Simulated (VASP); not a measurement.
# C (P6_3/mmc) in VASP: notebook

The runs below take C through single point, relaxation of cell and atoms, with r2SCAN.

Program: VASP 6.6.1. These are calculated values, not measurements. Logs are shortened: lines on timing, memory, paths and dates and some standing lists are left out, and cuts for length are marked.

## 1. The cell of the first run

Symmetry: P6_3/mmc, No. 194, hexagonal system. Conventional cell: a = 2.108 Å, b = 2.108 Å, c = 3.702 Å, α = 90.00°, β = 90.00°, γ = 120.00°. Within 2.8 Å of C (site symmetry -6m2) lie 12 C at 2.11 to 2.22 Å.

## 2. Single point, r2SCAN

The input, POSCAR:

```
C
1.0
    2.1077631576      0.0000000000      0.0000000000
   -1.0538815788      1.8253764397      0.0000000000
    0.0000000000      0.0000000000      3.7016665546
C
2
Direct
    0.3333333333      0.6666666667      0.2500000000
    0.6666666667      0.3333333333      0.7500000000
```

The input, INCAR.step1:

```
SYSTEM = C
  ALGO = Normal
  EDIFF = 1E-4
  ENCUT = 520
  GGA = PE
  ISMEAR = 0
  LASPH = .True.
  LCHARG = .False.
  LREAL = .False.
  LWAVE = .True.
  NBANDS = 11
  NELM = 100
  PREC = Accurate
  SIGMA = 0.1
```

The input, INCAR.step2:

```
SYSTEM = C
  ALGO = Normal
  EDIFF = 1E-6
  ENCUT = 520
  ISIF = 2
  ISMEAR = 0
  ISTART = 1
  LASPH = .True.
  LCHARG = .False.
  LMIXTAU = .True.
  LREAL = .False.
  LWAVE = .False.
  METAGGA = R2SCAN
  NBANDS = 11
  NELM = 100
  PREC = Accurate
  SIGMA = 0.1
```

The input, KPOINTS:

```
k-points
0
Gamma
  9 9 6
  0 0 0
```

Potentials or basis: VASP PAW PBE potentials, release 64 (C).

Run with:

```
$ cat potpaw_PBE.64/C/POTCAR > POTCAR
$ cp INCAR.step1 INCAR
$ mpirun -np 1 vasp_std > vasp.out
$ cp INCAR.step2 INCAR
$ mpirun -np 1 vasp_std > vasp.out
```

OUTCAR:

```text
SYSTEM = C
   EDIFF = 1E-6
   ENCUT = 520
   ISIF = 2
   ISMEAR = 0
   ISTART = 1
   LASPH = .True.
   LREAL = .False.
   METAGGA = R2SCAN
   NELM = 100
   PREC = Accurate

 ion  position               nearest neighbor table
   1  0.333  0.667  0.250-
   2  0.667  0.333  0.750-

  LATTYP: Found a hexagonal cell.
 ALAT       =     2.1077631576
 C/A-ratio  =     1.7562061189

  Lattice vectors:

 A1 = (   2.1077631576,   0.0000000000,   0.0000000000)
 A2 = (  -1.0538815788,   1.8253764397,   0.0000000000)
 A3 = (   0.0000000000,   0.0000000000,   3.7016665546)

Analysis of symmetry for initial positions (statically):
=====================================================================
 Subroutine PRICEL returns:
 Original cell was already a primitive cell.

 Routine SETGRP: Setting up the symmetry group for a
 hexagonal supercell.

 Subroutine GETGRP returns: Found 24 space group operations
 (whereof 12 operations were pure point group operations)
 out of a pool of 24 trial point group operations.

The static configuration has the point symmetry D_3d.
 The point group associated with its full space group is D_6h.

Analysis of symmetry for dynamics (positions and initial velocities):
=====================================================================
 Subroutine PRICEL returns:
 Original cell was already a primitive cell.

 Routine SETGRP: Setting up the symmetry group for a
 hexagonal supercell.

 Subroutine GETGRP returns: Found 24 space group operations
 (whereof 12 operations were pure point group operations)
 out of a pool of 24 trial point group operations.

The dynamic configuration has the point symmetry D_3d.
 The point group associated with its full space group is D_6h.

 Subroutine INISYM returns: Found 24 space group operations
 (whereof 12 operations are pure point group operations),
 and found     1 'primitive' translations

----------------------------------------------------------------------------------------

                                     Primitive cell

  volume of cell :      14.2420

  direct lattice vectors                    reciprocal lattice vectors
     2.107763158  0.000000000  0.000000000     0.474436607  0.273916103  0.000000000
    -1.053881579  1.825376440  0.000000000     0.000000000  0.547832205  0.000000000
     0.000000000  0.000000000  3.701666555     0.000000000  0.000000000  0.270148590

  length of vectors
     2.107763158  2.107763158  3.701666555     0.547832205  0.547832205  0.270148590

  position of ions in fractional coordinates (direct lattice)
     0.333333333  0.666666667  0.250000000
     0.666666667  0.333333333  0.750000000

  ion indices of the primitive-cell ions
   primitive index   ion index
                 1           1
                 2           2

----------------------------------------------------------------------------------------

 KPOINTS: k-points

Automatic generation of k-mesh.
 Grid dimensions read from file:
 generate k-points for:    9    9    6

 Generating k-lattice:

  Cartesian coordinates                     Fractional coordinates (reciprocal lattice)
     0.052715179  0.030435123  0.000000000     0.111111111  0.000000000  0.000000000
     0.000000000  0.060870245  0.000000000     0.000000000  0.111111111  0.000000000
     0.000000000  0.000000000  0.045024765     0.000000000  0.000000000  0.166666667

  Length of vectors
     0.060870245  0.060870245  0.045024765

  Shift w.r.t. Gamma in fractional coordinates (k-lattice)
     0.000000000  0.000000000  0.000000000

 Subroutine IBZKPT returns following result:
 ===========================================

 Found     48 irreducible k-points:

 Following reciprocal coordinates:
            Coordinates               Weight
  0.000000  0.000000  0.000000      1.000000
  0.111111 -0.000000  0.000000      6.000000
  0.222222  0.000000  0.000000      6.000000
  0.333333  0.000000  0.000000      6.000000
  0.444444  0.000000  0.000000      6.000000
  0.111111  0.111111  0.000000      6.000000
[... 16 lines left out ...]
  0.333333  0.222222  0.166667     24.000000
  0.333333  0.333333  0.166667      4.000000
 [... further k-points ...]
   k-points           NKPTS =     48   k-points in BZ     NKDIM =     48   number of bands    NBANDS=     11
   number of dos      NEDOS =    301   number of ions     NIONS =      2
   total plane-waves  NPLWV =   7168
   dimension x,y,z NGX =    16 NGY =   16 NGZ =   28
   dimension x,y,z NGXF=    32 NGYF=   32 NGZF=   56
   ions per type =               2
   NGX,Y,Z   is equivalent  to a cutoff of  12.62, 12.62, 12.58 a.u.
   NGXF,Y,Z  is equivalent  to a cutoff of  25.24, 25.24, 25.15 a.u.
 SYSTEM =  C
   PREC   = accura    normal or accurate (medium, high low for compatibility)
   ISTART =      1    job   : 0-new  1-cont  2-samecut
   ICHARG =      0    charge: 1-file 2-atom 10-const
   ISPIN  =      1    spin polarized calculation?
   LNONCOLLINEAR =      F non collinear calculations
   LSORBIT =      F    spin-orbit coupling
   LASPH  =      T    aspherical Exc in radial PAW
   ENCUT  =  520.0 eV  38.22 Ry    6.18 a.u.   3.92  3.92  6.88*2*pi/ulx,y,z
   NELM   =    100;   NELMIN=  2; NELMDL=  0     # of ELM steps
   EDIFF  = 0.1E-05   stopping-criterion for ELM
   LREAL  =      F    real-space projection
   EDIFFG = 0.1E-04   stopping-criterion for IOM
   NSW    =      0    number of steps for IOM
   IBRION =     -1    ionic relax: 0-MD 1-quasi-New 2-CG
   NFREE  =      0    steps in history (QN), initial steepest desc. (CG)
   ISIF   =      2    stress and relaxation
   ISYM   =      2    0-nonsym 1-usesym 2-fastsym
   POTIM  = 0.5000    time-step for ionic-motion
   TEBEG  =    0.0;   TEEND  =   0.0 temperature during run
   PSTRESS=    0.0 pullay stress
   NELECT =       8.0000    total number of electrons
   NUPDOWN=      -1.0000    fix difference up-down
   EMIN   =  10.00;   EMAX   =-10.00  energy-range for DOS
   EFERMI =   0.00;   METHOD = LEGACY
   ISMEAR =     0;   SIGMA  =   0.10  broadening in eV -4-tet -1-fermi 0-gaus
   EFERMI_NEDOS =   21; number of points for ismear=-14 and -15
   IALGO  =     38    algorithm
   IMIX   =      4    mixing-type and parameters
     AMIX     =   0.40;   BMIX     =  1.00
     AMIX_MAG =   1.60;   BMIX_MAG =  1.00
  volume/ion in A,a.u.               =       7.12        48.05
  Fermi-wavevector in a.u.,A,eV,Ry     =   1.350769  2.552583 24.824864  1.824576
  Thomas-Fermi vector in A             =   2.478246
   LORBIT       =      0    0 simple, 1 ext, 2 COOP (PROOUT), +10 PAW based schemes
   METAGGA = R2SCAN    functional components
   LHFCALC =     F    Hartree Fock is set to
   AEXX    =    0.0000 exact exchange contribution
   IVDW    =     0    specifies the selected vdW correction
   LEPSILON=     F    determine dielectric tensor
   LRPA    =     F    only Hartree local field effects (RPA)
 non-spin polarized calculation
 Gauss-broadening in eV      SIGMA  =   0.10
  energy-cutoff  :      520.00
  volume of cell :       14.24
 maximum number of plane-waves:       394
 NGX is ok and might be reduce to    16
   NGX =  7   NGY =  7   NGZ = 13

 number of electron       8.0000000 magnetization

 Free energy of the ion-electron system (eV)
  ---------------------------------------------------
  ext. energy  EPLUGINS =         0.00000000
  ---------------------------------------------------
  free energy    TOTEN  =       -10.45801534 eV

  energy without entropy =      -10.45578926  energy(sigma->0) =      -10.45690230

 E-fermi :   7.8308     XC(G=0): -13.8530

 val. band max:        7.7664769132   @ k =   0.3333   0.1111   0.1667
 cond. band min:       8.0742174348   @ k =   0.0000   0.0000   0.5000
 fundamental gap:      0.3077405216
 Fermi energy:         7.8307825816

 k-point     1 :       0.0000    0.0000    0.0000
  band No.  band energies     occupation
      1     -12.3133      2.00000
      2      -3.7841      2.00000
      3      -1.6404      2.00000
      4      15.5632      0.00000
      5      15.9532      0.00000
      6      15.9532      0.00000
      7      17.4123      0.00000
      8      17.4123      0.00000
      9      35.6468      0.00000
     10      36.0419      0.00000
     11      39.6435      0.00000

 k-point     2 :       0.1111   -0.0000    0.0000
  band No.  band energies     occupation
      1     -11.8197      2.00000
      2      -3.3554      2.00000
      3      -1.1367      2.00000
      4      14.0605      0.00000
      5      15.1440      0.00000
      6      15.4990      0.00000
      7      16.4465      0.00000
      8      17.2116      0.00000
      9      34.3914      0.00000
     10      36.3189      0.00000
     11      36.7458      0.00000

 k-point     3 :       0.2222    0.0000    0.0000
  band No.  band energies     occupation
      1     -10.3440      2.00000
      2      -2.0770      2.00000
      3       0.3473      2.00000
      4       9.6779      0.00000
      5      13.6136      0.00000
      6      13.7892      0.00000
      7      15.0374      0.00000
      8      16.4625      0.00000
      9      30.2981      0.00000
     10      32.4813      0.00000
     11      36.1548      0.00000
[... 267 lines left out ...]
 k-point    23 :       0.3333    0.2222    0.1667
  band No.  band energies     occupation
      1      -2.9041      2.00000
      2       1.2597      2.00000
      3       2.6879      2.00000
      4       5.2670      2.00000
      5       6.3588      2.00000
      6       8.5622      0.00000
      7       9.9492      0.00000
      8      12.0818      0.00000
      9      24.3813      0.00000
     10      33.4989      0.00000
     11      33.6951      0.00000

 k-point    24 :       0.3333    0.3333    0.1667
  band No.  band energies     occupation
      1       0.3237      2.00000
      2       0.3237      2.00000
      3       1.9704      2.00000
      4       5.7102      2.00000
      5       5.7102      2.00000
      6       6.5750      2.00000
      7      10.6186      0.00000
      8      10.6186      0.00000
      9      23.2036      0.00000
     10      34.7460      0.00000
     11      34.7460      0.00000

 [... further k-points ...]

------------------------ aborting loop because EDIFF is reached ----------------------------------------

  FORCE on cell =-STRESS in cart. coord.  units (eV):
  Direction    XX          YY          ZZ          XY          YZ          ZX
  --------------------------------------------------------------------------------------
  -------------------------------------------------------------------------------------
  Total        0.0238182      0.0238182      0.0276612      0.0000000     -0.0000000      0.0000000
  in kB        2.6794626      2.6794626      3.1117910      0.0000000     -0.0000000      0.0000000
  external PRESSURE =       2.8235721 kB  Pullay stress =       0.0000000 kB

 VOLUME and BASIS-vectors are now :
 -----------------------------------------------------------------------------
  energy-cutoff  :      520.00
  volume of cell :       14.24
      direct lattice vectors                 reciprocal lattice vectors
     2.107763158  0.000000000  0.000000000     0.474436607  0.273916103  0.000000000
    -1.053881579  1.825376440  0.000000000     0.000000000  0.547832205  0.000000000
     0.000000000  0.000000000  3.701666555     0.000000000  0.000000000  0.270148590

 POSITION                                       TOTAL-FORCE (eV/Angst)
 -----------------------------------------------------------------------------------
     -0.00000      1.21692      0.92542         0.000000     -0.000000      0.000000
      1.05388      0.60846      2.77625        -0.000000      0.000000      0.000000
 -----------------------------------------------------------------------------------
    total drift:                                0.000000     -0.000000      0.000000

  FREE ENERGIE OF THE ION-ELECTRON SYSTEM (eV)
  ---------------------------------------------------
  free  energy   TOTEN  =       -10.4580153434 eV

  energy  without entropy=      -10.4557892647  energy(sigma->0) =      -10.45690230
```

Wall time 59 s (1 thread of AMD EPYC 7R13, shared host); peak memory 0.09 GiB.

Results:

| Property | Result |
| --- | --- |
| Free energy | -10.4580 eV |
| Pressure | 0.3 GPa |
| Band gap on the k mesh | zero (band 4 reaches 15.56 eV, above the bottom of band 5 at 3.79 eV) |

Levels at points of the mesh, in eV from the Fermi level:
```
           k point  band 2  band 3  band 4  band 5  band 6  band 7
(0.00, 0.00, 0.00)  -11.61   -9.47    7.73    8.12    8.12    9.58
(0.00, 0.00, 0.50)  -17.73    0.24    0.24    8.85    8.85    8.85
```

Caveat: the k points lie up to 0.38 Å⁻¹ apart; the PAW data sets were made with another functional, which shifts forces and pressure a little.

(Part 1 of 3 ends here.)
